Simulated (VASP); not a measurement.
# LaOF (P4/nmm) in VASP: further runs, part 2 of 2

VASP 6.6.1.

## (3) Single point, LDA

INCAR reads:

```
SYSTEM = LaOF
PREC     = Accurate       ! precision mode
ENCUT    = 600            ! plane-wave cutoff, eV
EDIFF    = 1E-6           ! SCF threshold, eV
ISMEAR   = 0              ! smearing method
SIGMA    = 0.01           ! smearing width, eV
LREAL    = .False.        ! projectors in reciprocal space
LASPH    = .True.         ! aspherical terms in the spheres
NELM     = 200            ! most SCF steps
ALGO     = Normal         ! electronic algorithm
ISIF     = 2              ! what is computed and relaxed
LWAVE    = .False.        ! write WAVECAR
LCHARG   = .False.        ! write CHGCAR
GGA      = CA             ! functional
NBANDS   = 33             ! bands
GGA_COMPAT= .False.      
LMAXMIX  = 6              ! l up to which the mixer works
```

KPOINTS reads:

```
Automatic mesh
0
Gamma
  4 4 2
  0 0 0
```

POSCAR reads:

```
LaOF
1.0
    4.0910000000      0.0000000000      0.0000000000
    0.0000000000      4.0910000000      0.0000000000
    0.0000000000      0.0000000000      5.8520000000
La O F
2 2 2
Direct
    1.0000000000      0.5000000000      0.7780000000
    0.5000000000      0.0000000000      0.2220000000
    1.0000000000      0.0000000000      0.5000000000
    0.5000000000      0.5000000000      0.5000000000
    1.0000000000      0.0000000000      0.0000000000
    0.5000000000      0.5000000000      0.0000000000
```

Potentials or basis: VASP PAW LDA potentials, release 64 (La, O, F).

The run is started by

```console
$ cat potpaw_LDA.64/La/POTCAR potpaw_LDA.64/O/POTCAR potpaw_LDA.64/F/POTCAR > POTCAR
$ mpirun -np 1 vasp_std > vasp.out
```

OUTCAR:

```text
SYSTEM = LaOF
   PREC = Accurate
   ENCUT = 600
   EDIFF = 1E-6
   ISMEAR = 0
   LREAL = .False.
   LASPH = .True.
   NELM = 200
   ISIF = 2
   GGA = CA

 ion  position               nearest neighbor table
   1  0.000  0.500  0.778-   5 2.42   6 2.42   5 2.42   6 2.42   3 2.61   3 2.61   4 2.61   4 2.61

   2  0.500  0.000  0.222-   5 2.42   6 2.42   6 2.42   5 2.42   4 2.61   3 2.61   3 2.61   4 2.61

   3  0.000  0.000  0.500-   1 2.61   2 2.61   1 2.61   2 2.61
   4  0.500  0.500  0.500-   1 2.61   2 2.61   2 2.61   1 2.61
[... 629 lines left out ...]
  -------------------------------------------------------------------------------------
  Total       -1.9150327     -1.9150327    -12.1818476      0.0000000      0.0000000      0.0000000
  in kB      -31.3273382    -31.3273382   -199.2785107      0.0000000      0.0000000      0.0000000
  external PRESSURE =     -87.3110624 kB  Pullay stress =       0.0000000 kB

 VOLUME and BASIS-vectors are now :
 -----------------------------------------------------------------------------
  energy-cutoff  :      600.00
  volume of cell :       97.94
      direct lattice vectors                 reciprocal lattice vectors
     4.091000000  0.000000000  0.000000000     0.244439012  0.000000000  0.000000000
     0.000000000  4.091000000  0.000000000     0.000000000  0.244439012  0.000000000
     0.000000000  0.000000000  5.852000000     0.000000000  0.000000000  0.170881750

 POSITION                                       TOTAL-FORCE (eV/Angst)
 -----------------------------------------------------------------------------------
      0.00000      2.04550      4.55286         0.000000      0.000000     -7.907580
      2.04550      0.00000      1.29914         0.000000     -0.000000      7.907580
      0.00000      0.00000      2.92600         0.000000      0.000000     -0.000000
      2.04550      2.04550      2.92600         0.000000     -0.000000     -0.000000
      0.00000      0.00000      0.00000         0.000000      0.000000     -0.000000
      2.04550      2.04550      0.00000         0.000000     -0.000000     -0.000000
 -----------------------------------------------------------------------------------
    total drift:                                0.000000      0.000000      0.000000

  FREE ENERGIE OF THE ION-ELECTRON SYSTEM (eV)
  ---------------------------------------------------
  free  energy   TOTEN  =       -47.6916058185 eV

  energy  without entropy=      -47.6916058185  energy(sigma->0) =      -47.69160582
```

stdout:

```text
POSCAR found type information on POSCAR LaO F
 POSCAR found :  3 types and       6 ions
 scaLAPACK will be used
 LDA part: xc-table for (Slater(with rela. corr.)+CA(PZ))
 , standard interpolation
 POSCAR, INCAR and KPOINTS ok, starting setup
 FFT: planning ... GRIDC
 FFT: planning ... GRID_SOFT
 FFT: planning ... GRID
 WAVECAR not read
 entering main loop
```

Wall time 1.7 min (1 thread of Intel Xeon Platinum 8375C at 2.90GHz (Ice Lake), shared host); peak memory 0.22 GiB.

What came out:

| Item | Value |
| --- | --- |
| Free energy | -47.6916 eV |
| Pressure | -8.7 GPa |
| Largest force | 7.908 eV/Å |
| Band gap on the k mesh | 1.72 eV (least direct gap 1.72 eV) |

Forces in eV/Å, atoms in the order of the input:
```
La   0.000  0.000 -7.908
La   0.000  0.000  7.908
O    0.000  0.000  0.000
O    0.000  0.000  0.000
F    0.000  0.000  0.000
F    0.000  0.000  0.000
```

Caveat: the k points lie up to 0.54 Å⁻¹ apart; spin-orbit coupling is left out, which moves the levels of the heavy elements; forces of over 1 eV/Å act on the atoms, so gaps and moduli don't describe the material at rest.

## (4) Single point, LDA

INCAR reads:

```
SYSTEM = LaOF
ALGO     = Normal         ! electronic algorithm
EDIFF    = 1E-6           ! SCF threshold, eV
ENCUT    = 600            ! plane-wave cutoff, eV
GGA      = CA             ! functional
GGA_COMPAT= .False.      
ISIF     = 2              ! what is computed and relaxed
ISMEAR   = 0              ! smearing method
LASPH    = .True.         ! aspherical terms in the spheres
LCHARG   = .False.        ! write CHGCAR
LMAXMIX  = 6              ! l up to which the mixer works
LREAL    = .False.        ! projectors in reciprocal space
LWAVE    = .False.        ! write WAVECAR
NBANDS   = 33             ! bands
NELM     = 200            ! most SCF steps
PREC     = Accurate       ! precision mode
SIGMA    = 0.01           ! smearing width, eV
```

KPOINTS reads:

```
k-points
0
Gamma
  4 4 4
  0 0 0
```

POSCAR is that of step 3.

The run is started by

```console
$ cat potpaw_LDA.64/La/POTCAR potpaw_LDA.64/O/POTCAR potpaw_LDA.64/F/POTCAR > POTCAR
$ mpirun -np 1 vasp_std > vasp.out
```

Run time: 2.6 min. Hardware: 1 thread of Intel Xeon Platinum 8375C at 2.90GHz (Ice Lake), shared host; peak memory 0.24 GiB.

It converged, with:

```
Free energy            : -47.6971 eV
Pressure               : -8.7 GPa
Largest force          : 7.893 eV/Å
Band gap on the k mesh : 1.72 eV (least direct gap 1.73 eV)
```

Forces on the atoms (eV/Å):
```
La   0.000  0.000 -7.893
La   0.000  0.000  7.893
O    0.000  0.000  0.000
O    0.000  0.000  0.000
F    0.000  0.000  0.000
F    0.000  0.000  0.000
```

Stress tensor (GPa, compression positive):
```
 -3.14   0.00   0.00
  0.00  -3.14   0.00
  0.00   0.00 -19.97
```

Levels at points of the mesh, in eV from the valence-band top:
| k point | band 20 | band 21 | band 22 | band 23 | band 24 | band 25 | band 26 | band 27 | band 28 | band 29 |
| --- | --- | --- | --- | --- | --- | --- | --- | --- | --- | --- |
| (0.00, 0.00, 0.00) | -1.99 | -1.82 | -1.63 | -0.19 | -0.19 | 2.21 | 2.23 | 2.53 | 2.78 | 2.78 |
| (0.50, 0.00, 0.00) | -1.87 | -1.36 | -1.36 | -0.96 | -0.96 | 2.35 | 2.35 | 2.65 | 2.65 | 2.82 |
| (0.50, 0.50, 0.00) | -2.39 | -1.36 | -1.36 | 0.00 | 0.00 | 2.13 | 2.13 | 2.47 | 2.47 | 2.75 |
| (0.00, 0.00, 0.50) | -2.05 | -2.04 | -2.04 | -0.13 | -0.13 | 2.23 | 2.28 | 2.87 | 2.87 | 2.93 |
| (0.50, 0.00, 0.50) | -1.87 | -1.29 | -1.29 | -0.94 | -0.94 | 2.23 | 2.23 | 2.66 | 2.66 | 2.77 |
| (0.50, 0.50, 0.50) | -2.38 | -1.47 | -1.47 | -0.01 | -0.01 | 1.72 | 1.72 | 2.72 | 2.72 | 2.73 |

Caveat: the cell stands under tension; spin-orbit coupling is left out, which moves the levels of the heavy elements; forces of over 1 eV/Å act on the atoms, so gaps and moduli don't describe the material at rest. A k mesh can miss the band edges.

## (5) Overview

| k mesh | gap on the mesh (eV) | pressure (GPa) | largest force (eV/Å) |
| --- | --- | --- | --- |
| 2 × 2 × 2 | 1.71 | -8.5 | 7.75 |
| 4 × 4 × 2 | 1.72 | -8.7 | 7.91 |
| 4 × 4 × 4 | 1.72 | -8.7 | 7.89 |

Alike in all rows: task single point; level LDA; potentials or basis VASP PAW LDA potentials, release 64 (La, O, F); no spin polarisation; cell as given; cutoff (eV) 600; smearing gaussian 0.01 eV.

Caveats: some runs use coarse meshes; spin-orbit coupling is left out, which moves the levels of the heavy elements; forces of over 1 eV/Å act on the atoms, so gaps and moduli don't describe the material at rest; the cell stands under tension (at least some runs).

Total energies depend on the potentials used, so only differences within one code and one set of settings carry meaning.
